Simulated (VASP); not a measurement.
A run of VASP 6.6.1 is set up as follows.

Contents of POSCAR:

```
CaO
1.0
    2.3843286067      2.3843286067      0.0000000000
   -2.3843286067      2.3843286067      0.0000000000
    0.0000000000      2.3843286067      2.3843286067
Ca O
1 1
Direct
    0.0000000000      0.0000000000      0.0000000000
    0.5000000000      0.5000000000      0.0000000000
```

File INCAR.step1:

```
SYSTEM = CaO
  PREC = Accurate
  ENCUT = 520
  ISMEAR = 0
  SIGMA = 0.01
  LREAL = .FALSE.
  LASPH = .TRUE.
  NELM = 100
  NBANDS = 15
  GGA = PE
  ALGO = Normal
  EDIFF = 1E-4
  LWAVE = .TRUE.
  LCHARG = .FALSE.
```

INCAR.step2

```
SYSTEM = CaO
  PREC = Accurate
  ENCUT = 520
  EDIFF = 1E-6
  ISMEAR = 0
  SIGMA = 0.01
  LREAL = .FALSE.
  LASPH = .TRUE.
  NELM = 100
  ALGO = Normal
  ISIF = 2
  LWAVE = .FALSE.
  LCHARG = .FALSE.
  METAGGA = R2SCAN
  LMIXTAU = .TRUE.
  NBANDS = 15
  ISTART = 1
```

The input KPOINTS:

```
Automatic mesh
0
G
  8 8 8
  0 0 0
```

Potentials or basis: VASP PAW PBE potentials, release 64 (Ca_sv, O).

Command:

```sh
$ cat potpaw_PBE.64/Ca_sv/POTCAR potpaw_PBE.64/O/POTCAR > POTCAR
$ cp INCAR.step1 INCAR
$ mpirun -np 1 vasp_std > vasp.out
$ cp INCAR.step2 INCAR
$ mpirun -np 1 vasp_std > vasp.out
```

Estimate the pressure.

3.1 GPa.

Predict the band gap on the k mesh.

4.18 eV, indirect (least direct gap 4.55 eV).

Caveat: the PAW data sets were made with another functional, which shifts forces and pressure a little. r2SCAN opens gaps a little over a GGA but as a rule still falls short of measured ones.
